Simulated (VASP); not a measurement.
# C (P6_3/mmc) in VASP: a series of runs

The runs below take C through single point, with PBEsol.

Program: VASP 6.6.1. These are calculated values, not measurements. Logs are shortened: lines on timing, memory, paths and dates and some standing lists are left out, and cuts for length are marked.

**1. The cell of the first run**

It takes space group P6_3/mmc (No. 194, hexagonal). The conventional cell has a = 2.459 Å, b = 2.459 Å, c = 7.088 Å, α = 90.00°, β = 90.00°, γ = 120.00°. C (site symmetry -6m2) has 3 C at 1.42 Å within 1.9 Å. Within 1.9 Å of C (site symmetry -6m2) lie 3 C at 1.42 Å.

**2. Single point, PBEsol (strain along c alone, the other axes held: -3.0 %)**

Contents of INCAR:

```
ALGO = Normal ; EDIFF = 1E-6
ENCUT = 520 ; GGA = PS
ISIF = 2 ; ISMEAR = 0
LASPH = True ; LCHARG = False
LREAL = False ; LWAVE = False
NBANDS = 16 ; NELM = 60
PREC = Accurate ; SIGMA = 0.1
```

Contents of KPOINTS:

```
k-points
0
Gamma
  24 24 8
```

Contents of POSCAR:

```
C
1.0
    2.4588789919      0.0000000000      0.0000000000
   -1.2294394960      2.1294516718      0.0000000000
    0.0000000000      0.0000000000      7.0877942659
C
4
Direct
    0.0000000000      0.0000000000      0.2500000000
    0.0000000000      0.0000000000      0.7500000000
    0.3333333333      0.6666666667      0.2500000000
    0.6666666667      0.3333333333      0.7500000000
```

Potentials or basis: VASP PAW PBE potentials, release 64 (C).

Launch:

```sh
$ cat potpaw_PBE.64/C/POTCAR > POTCAR
$ mpirun -np 1 vasp_std > vasp.out
```

OUTCAR:

```text
EDIFF = 1E-6
   ENCUT = 520
   GGA = PS
   ISIF = 2
   ISMEAR = 0
   LASPH = True
   LREAL = False
   NELM = 60
   PREC = Accurate

 ion  position               nearest neighbor table
   1  0.000  0.000  0.250-   3 1.42   3 1.42   3 1.42
   2  0.000  0.000  0.750-   4 1.42   4 1.42   4 1.42
   3  0.333  0.667  0.250-   1 1.42   1 1.42   1 1.42
   4  0.667  0.333  0.750-   2 1.42   2 1.42   2 1.42

  LATTYP: Found a hexagonal cell.
 ALAT       =     2.4588789919
 C/A-ratio  =     2.8825307342

  Lattice vectors:

 A1 = (   2.4588789919,   0.0000000000,   0.0000000000)
 A2 = (  -1.2294394960,   2.1294516718,   0.0000000000)
 A3 = (   0.0000000000,   0.0000000000,   7.0877942659)

Analysis of symmetry for initial positions (statically):
=====================================================================
 Subroutine PRICEL returns:
 Original cell was already a primitive cell.

 Routine SETGRP: Setting up the symmetry group for a
 hexagonal supercell.

 Subroutine GETGRP returns: Found 24 space group operations
 (whereof 12 operations were pure point group operations)
 out of a pool of 24 trial point group operations.

The static configuration has the point symmetry D_3d.
 The point group associated with its full space group is D_6h.

Analysis of symmetry for dynamics (positions and initial velocities):
=====================================================================
 Subroutine PRICEL returns:
 Original cell was already a primitive cell.

 Routine SETGRP: Setting up the symmetry group for a
 hexagonal supercell.

 Subroutine GETGRP returns: Found 24 space group operations
 (whereof 12 operations were pure point group operations)
 out of a pool of 24 trial point group operations.

The dynamic configuration has the point symmetry D_3d.
 The point group associated with its full space group is D_6h.

 Subroutine INISYM returns: Found 24 space group operations
 (whereof 12 operations are pure point group operations),
 and found     1 'primitive' translations

----------------------------------------------------------------------------------------

                                     Primitive cell

  volume of cell :      37.1121

  direct lattice vectors                    reciprocal lattice vectors
     2.458878992  0.000000000  0.000000000     0.406689391  0.234802229  0.000000000
    -1.229439496  2.129451672  0.000000000     0.000000000  0.469604459  0.000000000
     0.000000000  0.000000000  7.087794266     0.000000000  0.000000000  0.141087617

  length of vectors
     2.458878992  2.458878992  7.087794266     0.469604459  0.469604459  0.141087617

  position of ions in fractional coordinates (direct lattice)
     0.000000000  0.000000000  0.250000000
     0.000000000  0.000000000  0.750000000
     0.333333333  0.666666667  0.250000000
     0.666666667  0.333333333  0.750000000

  ion indices of the primitive-cell ions
   primitive index   ion index
                 1           1
                 2           2
                 3           3
                 4           4

----------------------------------------------------------------------------------------

 KPOINTS: k-points

Automatic generation of k-mesh.
 Grid dimensions read from file:
 generate k-points for:   24   24    8

 Generating k-lattice:

  Cartesian coordinates                     Fractional coordinates (reciprocal lattice)
     0.016945391  0.009783426  0.000000000     0.041666667  0.000000000  0.000000000
     0.000000000  0.019566852  0.000000000     0.000000000  0.041666667  0.000000000
     0.000000000  0.000000000  0.017635952     0.000000000  0.000000000  0.125000000

  Length of vectors
     0.019566852  0.019566852  0.017635952

  Shift w.r.t. Gamma in fractional coordinates (k-lattice)
     0.000000000  0.000000000  0.000000000

 Subroutine IBZKPT returns following result:
 ===========================================

 Found    305 irreducible k-points:

 Following reciprocal coordinates:
            Coordinates               Weight
  0.000000  0.000000  0.000000      1.000000
  0.041667  0.000000  0.000000      6.000000
  0.083333  0.000000  0.000000      6.000000
  0.125000  0.000000  0.000000      6.000000
  0.166667  0.000000  0.000000      6.000000
  0.208333  0.000000  0.000000      6.000000
[... 16 lines left out ...]
  0.416667  0.041667  0.000000     12.000000
  0.458333  0.041667  0.000000     12.000000
 [... further k-points ...]
   k-points           NKPTS =    305   k-points in BZ     NKDIM =    305   number of bands    NBANDS=     16
   number of dos      NEDOS =    301   number of ions     NIONS =      4
   total plane-waves  NPLWV =  17496
   dimension x,y,z NGX =    18 NGY =   18 NGZ =   54
   dimension x,y,z NGXF=    36 NGYF=   36 NGZF=  108
   ions per type =               4
   NGX,Y,Z   is equivalent  to a cutoff of  12.17, 12.17, 12.67 a.u.
   NGXF,Y,Z  is equivalent  to a cutoff of  24.34, 24.34, 25.33 a.u.
 SYSTEM =  unknown system
   PREC   = accura    normal or accurate (medium, high low for compatibility)
   ISTART =      0    job   : 0-new  1-cont  2-samecut
   ICHARG =      2    charge: 1-file 2-atom 10-const
   ISPIN  =      1    spin polarized calculation?
   LNONCOLLINEAR =      F non collinear calculations
   LSORBIT =      F    spin-orbit coupling
   LASPH  =      T    aspherical Exc in radial PAW
   ENCUT  =  520.0 eV  38.22 Ry    6.18 a.u.   4.57  4.57 13.18*2*pi/ulx,y,z
   NELM   =     60;   NELMIN=  2; NELMDL= -5     # of ELM steps
   EDIFF  = 0.1E-05   stopping-criterion for ELM
   LREAL  =      F    real-space projection
   EDIFFG = 0.1E-04   stopping-criterion for IOM
   NSW    =      0    number of steps for IOM
   IBRION =     -1    ionic relax: 0-MD 1-quasi-New 2-CG
   NFREE  =      0    steps in history (QN), initial steepest desc. (CG)
   ISIF   =      2    stress and relaxation
   ISYM   =      2    0-nonsym 1-usesym 2-fastsym
   POTIM  = 0.5000    time-step for ionic-motion
   TEBEG  =    0.0;   TEEND  =   0.0 temperature during run
   PSTRESS=    0.0 pullay stress
   NELECT =      16.0000    total number of electrons
   NUPDOWN=      -1.0000    fix difference up-down
   EMIN   =  10.00;   EMAX   =-10.00  energy-range for DOS
   EFERMI =   0.00;   METHOD = LEGACY
   ISMEAR =     0;   SIGMA  =   0.10  broadening in eV -4-tet -1-fermi 0-gaus
   EFERMI_NEDOS =   21; number of points for ismear=-14 and -15
   IALGO  =     38    algorithm
   IMIX   =      4    mixing-type and parameters
     AMIX     =   0.40;   BMIX     =  1.00
     AMIX_MAG =   1.60;   BMIX_MAG =  1.00
  volume/ion in A,a.u.               =       9.28        62.61
  Fermi-wavevector in a.u.,A,eV,Ry     =   1.236734  2.337088 20.810245  1.529510
  Thomas-Fermi vector in A             =   2.371330
   LORBIT       =      0    0 simple, 1 ext, 2 COOP (PROOUT), +10 PAW based schemes
   GGA     = PS    functional components
   LHFCALC =     F    Hartree Fock is set to
   AEXX    =    0.0000 exact exchange contribution
   IVDW    =     0    specifies the selected vdW correction
   LEPSILON=     F    determine dielectric tensor
   LRPA    =     F    only Hartree local field effects (RPA)
 non-spin polarized calculation
 Gauss-broadening in eV      SIGMA  =   0.10
  energy-cutoff  :      520.00
  volume of cell :       37.11
 maximum number of plane-waves:      1018
   NGX =  9   NGY =  9   NGZ = 27

 number of electron      15.9999994 magnetization

 Free energy of the ion-electron system (eV)
  ---------------------------------------------------
  ext. energy  EPLUGINS =         0.00000000
  ---------------------------------------------------
  free energy    TOTEN  =       -38.57974639 eV

  energy without entropy =      -38.57930443  energy(sigma->0) =      -38.57952541

 E-fermi :   4.1751     XC(G=0): -10.1755

 val. band max:        4.1723671865   @ k =   0.3333   0.3333   0.5000
 cond. band min:       4.1754113438   @ k =   0.3333   0.3333   0.2500
 fundamental gap:      0.0030441573
 Fermi energy:         4.1750732000

 k-point     1 :       0.0000    0.0000    0.0000
  band No.  band energies     occupation
      1     -15.4539      2.00000
      2     -15.2547      2.00000
      3      -4.2330      2.00000
      4      -2.7222      2.00000
      5       1.1918      2.00000
      6       1.1918      2.00000
[... 8 lines left out ...]
     15      15.6834      0.00000
     16      15.8209      0.00000

 k-point     2 :       0.0417    0.0000    0.0000
  band No.  band energies     occupation
      1     -15.4124      2.00000
      2     -15.2137      2.00000
      3      -4.1824      2.00000
      4      -2.6742      2.00000
      5       1.0208      2.00000
      6       1.0338      2.00000
[... 8 lines left out ...]
     15      15.5333      0.00000
     16      15.6781      0.00000

 k-point     3 :       0.0833    0.0000    0.0000
  band No.  band energies     occupation
      1     -15.2878      2.00000
      2     -15.0908      2.00000
      3      -4.0307      2.00000
      4      -2.5304      2.00000
      5       0.5343      2.00000
      6       0.5538      2.00000
[... 8 lines left out ...]
     15      15.0967      0.00000
     16      15.2634      0.00000

 k-point     4 :       0.1250    0.0000    0.0000
  band No.  band energies     occupation
      1     -15.0807      2.00000
      2     -14.8864      2.00000
      3      -3.7789      2.00000
      4      -2.2921      2.00000
      5      -0.2039      2.00000
      6      -0.1755      2.00000
[... 8 lines left out ...]
     15      14.4084      0.00000
     16      14.6210      0.00000
[... 324 lines left out ...]
 k-point    22 :       0.3750    0.0417    0.0000
  band No.  band energies     occupation
      1     -11.7664      2.00000
      2     -11.6143      2.00000
      3      -7.0620      2.00000
      4      -6.9626      2.00000
      5      -2.1254      2.00000
      6      -2.0915      2.00000
[... 8 lines left out ...]
     15      17.8954      0.00000
     16      19.7468      0.00000

 k-point    23 :       0.4167    0.0417    0.0000
  band No.  band energies     occupation
      1     -11.0004      2.00000
      2     -10.8602      2.00000
      3      -8.0656      2.00000
      4      -7.9587      2.00000
      5      -2.2890      2.00000
      6      -2.2546      2.00000
[... 8 lines left out ...]
     15      17.1829      0.00000
     16      19.1533      0.00000

 k-point    24 :       0.4583    0.0417    0.0000
  band No.  band energies     occupation
      1     -10.2481      2.00000
      2     -10.1386      2.00000
      3      -8.9168      2.00000
      4      -8.8241      2.00000
      5      -2.3716      2.00000
      6      -2.3369      2.00000
[... 8 lines left out ...]
     15      17.6310      0.00000
     16      18.6904      0.00000

 [... further k-points ...]

------------------------ aborting loop because EDIFF is reached ----------------------------------------

  FORCE on cell =-STRESS in cart. coord.  units (eV):
  Direction    XX          YY          ZZ          XY          YZ          ZX
  --------------------------------------------------------------------------------------
  -------------------------------------------------------------------------------------
  Total        0.2224451      0.2224451      0.0447909     -0.0000000     -0.0000000      0.0000000
  in kB        9.6032296      9.6032296      1.9336778     -0.0000000     -0.0000000      0.0000000
  external PRESSURE =       7.0467123 kB  Pullay stress =       0.0000000 kB

 VOLUME and BASIS-vectors are now :
 -----------------------------------------------------------------------------
  energy-cutoff  :      520.00
  volume of cell :       37.11
      direct lattice vectors                 reciprocal lattice vectors
     2.458878992  0.000000000  0.000000000     0.406689391  0.234802229  0.000000000
    -1.229439496  2.129451672  0.000000000     0.000000000  0.469604459  0.000000000
     0.000000000  0.000000000  7.087794266     0.000000000  0.000000000  0.141087617

 POSITION                                       TOTAL-FORCE (eV/Angst)
 -----------------------------------------------------------------------------------
      0.00000      0.00000      1.77195        -0.000000      0.000000     -0.000000
      0.00000      0.00000      5.31585         0.000000     -0.000000     -0.000000
     -0.00000      1.41963      1.77195         0.000000     -0.000000     -0.000000
      1.22944      0.70982      5.31585        -0.000000      0.000000      0.000000
 -----------------------------------------------------------------------------------
    total drift:                                0.000000     -0.000000      0.000000

  FREE ENERGIE OF THE ION-ELECTRON SYSTEM (eV)
  ---------------------------------------------------
  free  energy   TOTEN  =       -38.5797463902 eV

  energy  without entropy=      -38.5793044316  energy(sigma->0) =      -38.57952541
```

Wall time 92 s (1 thread of AMD EPYC 7R13 (Zen 3), shared host); peak memory 0.21 GiB.

What came out:

```
Free energy            : -38.5797 eV
Pressure               : 0.7 GPa
Band gap on the k mesh : zero (band 8 reaches 4.18 eV, above the bottom of band 9 at 4.17 eV)
```

Caveat: the cell differs from its parent crystal (strain along c alone, the other axes held: -3.0 %); the PAW data sets were made with another functional, which shifts forces and pressure a little; this functional lacks dispersion, which binds the layers, so the pressure and a relaxed spacing across them are unreliable.

[end of part 1 of 3]
